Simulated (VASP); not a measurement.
# GaN (F-43m) in VASP: single point with PBE

Aim: the single point of GaN with PBE.

Everything below comes from runs of VASP 6.6.1. Logs are shortened: lines on timing, memory, paths and dates and some standing lists are left out, and cuts for length are marked.

## 1. The cell of the first run

Symmetry: F-43m, No. 216, cubic system. The conventional cell has a = 4.548 Å, b = 4.548 Å, c = 4.548 Å, α = 90.00°, β = 90.00°, γ = 90.00°. Within 2.6 Å of Ga (site symmetry -43m) lie 4 N at 1.97 Å. N (site symmetry -43m) has 4 Ga at 1.97 Å within 2.6 Å.

## 2. Single point, PBE

Contents of INCAR:

```
SYSTEM = GaN
  ALGO = Normal
  EDIFF = 1E-6
  ENCUT = 520
  GGA = PE
  ISIF = 2
  ISMEAR = 0
  LASPH = .TRUE.
  LCHARG = .FALSE.
  LREAL = .FALSE.
  LWAVE = .FALSE.
  NBANDS = 16
  NELM = 60
  PREC = Accurate
  SIGMA = 0.05
```

Contents of KPOINTS:

```
k-points
0
G
  10 10 10
  0 0 0
```

Contents of POSCAR:

```
GaN
1.0
    0.0000000000      2.2741461228      2.2741461228
    2.2741461228      0.0000000000      2.2741461228
    2.2741461228      2.2741461228      0.0000000000
Ga N
1 1
Direct
    0.0000000000      0.0000000000      0.0000000000
    0.7500000000      0.7500000000      0.7500000000
```

Potentials or basis: VASP PAW PBE potentials, release 64 (Ga_d, N).

On the command line:

```sh
$ cat potpaw_PBE.64/Ga_d/POTCAR potpaw_PBE.64/N/POTCAR > POTCAR
$ mpirun -np 1 vasp_std > vasp.out
```

OUTCAR:

```text
SYSTEM = GaN
   EDIFF = 1E-6
   ENCUT = 520
   GGA = PE
   ISIF = 2
   ISMEAR = 0
   LASPH = .TRUE.
   LREAL = .FALSE.
   NELM = 60
   PREC = Accurate

 ion  position               nearest neighbor table
   1  0.000  0.000  0.000-   2 1.97   2 1.97   2 1.97   2 1.97
   2  0.750  0.750  0.750-   1 1.97   1 1.97   1 1.97   1 1.97

  LATTYP: Found a face centered cubic cell.
 ALAT       =     4.5482922456

  Lattice vectors:

 A1 = (   0.0000000000,   2.2741461228,   2.2741461228)
 A2 = (   2.2741461228,   0.0000000000,   2.2741461228)
 A3 = (   2.2741461228,   2.2741461228,   0.0000000000)

Analysis of symmetry for initial positions (statically):
=====================================================================
 Subroutine PRICEL returns:
 Original cell was already a primitive cell.

 Routine SETGRP: Setting up the symmetry group for a
 face centered cubic supercell.

 Subroutine GETGRP returns: Found 24 space group operations
 (whereof 24 operations were pure point group operations)
 out of a pool of 48 trial point group operations.

The static configuration has the point symmetry T_d .

Analysis of symmetry for dynamics (positions and initial velocities):
=====================================================================
 Subroutine PRICEL returns:
 Original cell was already a primitive cell.

 Routine SETGRP: Setting up the symmetry group for a
 face centered cubic supercell.

 Subroutine GETGRP returns: Found 24 space group operations
 (whereof 24 operations were pure point group operations)
 out of a pool of 48 trial point group operations.

The dynamic configuration has the point symmetry T_d .

 Subroutine INISYM returns: Found 24 space group operations
 (whereof 24 operations are pure point group operations),
 and found     1 'primitive' translations

----------------------------------------------------------------------------------------

                                     Primitive cell

  volume of cell :      23.5226

  direct lattice vectors                    reciprocal lattice vectors
     0.000000000  2.274146123  2.274146123    -0.219862741  0.219862741  0.219862741
     2.274146123  0.000000000  2.274146123     0.219862741 -0.219862741  0.219862741
     2.274146123  2.274146123  0.000000000     0.219862741  0.219862741 -0.219862741

  length of vectors
     3.216128290  3.216128290  3.216128290     0.380813438  0.380813438  0.380813438

  position of ions in fractional coordinates (direct lattice)
     0.000000000  0.000000000  0.000000000
     0.750000000  0.750000000  0.750000000

[... 77 lines left out ...]
   LREAL  =      F    real-space projection
   EDIFFG = 0.1E-04   stopping-criterion for IOM
   NSW    =      0    number of steps for IOM
   IBRION =     -1    ionic relax: 0-MD 1-quasi-New 2-CG
   NFREE  =      0    steps in history (QN), initial steepest desc. (CG)
   ISIF   =      2    stress and relaxation
   ISYM   =      2    0-nonsym 1-usesym 2-fastsym
   POTIM  = 0.5000    time-step for ionic-motion
   TEBEG  =    0.0;   TEEND  =   0.0 temperature during run
   PSTRESS=    0.0 pullay stress
   NELECT =      18.0000    total number of electrons
   NUPDOWN=      -1.0000    fix difference up-down
   EMIN   =  10.00;   EMAX   =-10.00  energy-range for DOS
   EFERMI =   0.00;   METHOD = LEGACY
   ISMEAR =     0;   SIGMA  =   0.05  broadening in eV -4-tet -1-fermi 0-gaus
   EFERMI_NEDOS =   21; number of points for ismear=-14 and -15
   IALGO  =     38    algorithm
   IMIX   =      4    mixing-type and parameters
     AMIX     =   0.40;   BMIX     =  1.00
     AMIX_MAG =   1.60;   BMIX_MAG =  1.00
  volume/ion in A,a.u.               =      11.76        79.37
  Fermi-wavevector in a.u.,A,eV,Ry     =   1.497398  2.829672 30.507001  2.242201
  Thomas-Fermi vector in A             =   2.609291
   LORBIT       =      0    0 simple, 1 ext, 2 COOP (PROOUT), +10 PAW based schemes
   GGA     = PE    functional components
   LHFCALC =     F    Hartree Fock is set to
   AEXX    =    0.0000 exact exchange contribution
   IVDW    =     0    specifies the selected vdW correction
   LEPSILON=     F    determine dielectric tensor
   LRPA    =     F    only Hartree local field effects (RPA)
 non-spin polarized calculation
 Gauss-broadening in eV      SIGMA  =   0.05
  energy-cutoff  :      520.00
  volume of cell :       23.52
 maximum number of plane-waves:       644
   NGX = 11   NGY = 11   NGZ = 11

 number of electron      17.9999986 magnetization

 Free energy of the ion-electron system (eV)
  ---------------------------------------------------
  ext. energy  EPLUGINS =         0.00000000
  ---------------------------------------------------
  free energy    TOTEN  =       -12.15355339 eV

  energy without entropy =      -12.15355339  energy(sigma->0) =      -12.15355339

 E-fermi :   5.2252     XC(G=0): -11.5214

 val. band max:        4.9881659136   @ k =   0.0000   0.0000   0.0000
 cond. band min:       6.5360190000   @ k =   0.0000   0.0000   0.0000
 fundamental gap:      1.5478530863
 Fermi energy:         5.2252362576

 k-point     1 :       0.0000    0.0000    0.0000
  band No.  band energies     occupation
      1     -10.7155      2.00000
      2      -8.4344      2.00000
      3      -8.4344      2.00000
      4      -8.4344      2.00000
      5      -8.1415      2.00000
      6      -8.1415      2.00000
[... 433 lines left out ...]
      3      -8.2280      2.00000
      4      -8.2278      2.00000
      5      -8.0856      2.00000
      6      -7.1845      2.00000
[... 8 lines left out ...]
     15      26.8503      0.00000
     16      27.1191      0.00000

 [... further k-points ...]

------------------------ aborting loop because EDIFF is reached ----------------------------------------

  FORCE on cell =-STRESS in cart. coord.  units (eV):
  Direction    XX          YY          ZZ          XY          YZ          ZX
  --------------------------------------------------------------------------------------
  -------------------------------------------------------------------------------------
  Total        0.0188781      0.0188781      0.0188781     -0.0000000      0.0000000     -0.0000000
  in kB        1.2858336      1.2858336      1.2858336     -0.0000000      0.0000000     -0.0000000
  external PRESSURE =       1.2858336 kB  Pullay stress =       0.0000000 kB

 VOLUME and BASIS-vectors are now :
 -----------------------------------------------------------------------------
  energy-cutoff  :      520.00
  volume of cell :       23.52
      direct lattice vectors                 reciprocal lattice vectors
     0.000000000  2.274146123  2.274146123    -0.219862741  0.219862741  0.219862741
     2.274146123  0.000000000  2.274146123     0.219862741 -0.219862741  0.219862741
     2.274146123  2.274146123  0.000000000     0.219862741  0.219862741 -0.219862741

 POSITION                                       TOTAL-FORCE (eV/Angst)
 -----------------------------------------------------------------------------------
      0.00000      0.00000      0.00000         0.000000     -0.000000     -0.000000
      3.41122      3.41122      3.41122        -0.000000      0.000000      0.000000
 -----------------------------------------------------------------------------------
    total drift:                               -0.000002     -0.000002     -0.000001

  FREE ENERGIE OF THE ION-ELECTRON SYSTEM (eV)
  ---------------------------------------------------
  free  energy   TOTEN  =       -12.1535533924 eV

  energy  without entropy=      -12.1535533924  energy(sigma->0) =      -12.15355339
```

OSZICAR:

```text
N       E                     dE             d eps       ncg     rms          rms(c)
DAV:   1     0.856500734912E+02    0.85650E+02   -0.93364E+03  1664   0.202E+03
DAV:   2    -0.775042369467E+01   -0.93400E+02   -0.87152E+02  1728   0.337E+02
DAV:   3    -0.140360408575E+02   -0.62856E+01   -0.62606E+01  1776   0.726E+01
DAV:   4    -0.141103731773E+02   -0.74332E-01   -0.74326E-01  1864   0.859E+00
DAV:   5    -0.141114080542E+02   -0.10349E-02   -0.10349E-02  1800   0.917E-01    0.762E+00
DAV:   6    -0.121559462307E+02    0.19555E+01   -0.49452E+00  2264   0.389E+01    0.269E+00
DAV:   7    -0.121613644276E+02   -0.54182E-02   -0.30598E-01  1672   0.667E+00    0.176E+00
DAV:   8    -0.121577446378E+02    0.36198E-02   -0.63339E-02  1696   0.319E+00    0.838E-01
DAV:   9    -0.121532360985E+02    0.45085E-02   -0.13970E-02  2296   0.258E+00    0.222E-01
DAV:  10    -0.121536441583E+02   -0.40806E-03   -0.14156E-03  1680   0.484E-01    0.114E-01
DAV:  11    -0.121535485029E+02    0.95655E-04   -0.26367E-04  2240   0.258E-01    0.767E-03
DAV:  12    -0.121535536054E+02   -0.51025E-05   -0.29817E-05  1672   0.500E-02    0.834E-03
DAV:  13    -0.121535533924E+02    0.21302E-06   -0.55719E-07  1352   0.126E-02
   1 F= -.12153553E+02 E0= -.12153553E+02  d E =-.145932E-13
```

stdout:

```text
POSCAR found type information on POSCAR GaN
 POSCAR found :  2 types and       2 ions
 scaLAPACK will be used
 LDA part: xc-table for (Slater+PW92), standard interpolation
 POSCAR, INCAR and KPOINTS ok, starting setup
 FFT: planning ... GRIDC
 FFT: planning ... GRID_SOFT
 FFT: planning ... GRID
 WAVECAR not read
 entering main loop
```

It took 6.3 s on 1 thread of Intel Xeon 6975P-C (Granite Rapids), shared host; peak memory 0.14 GiB.

Results:

- Free energy: -12.1536 eV
- Pressure: 0.1 GPa
- Band gap on the k mesh: 1.55 eV, direct

As with any semilocal functional, this PBE gap is likely too small.
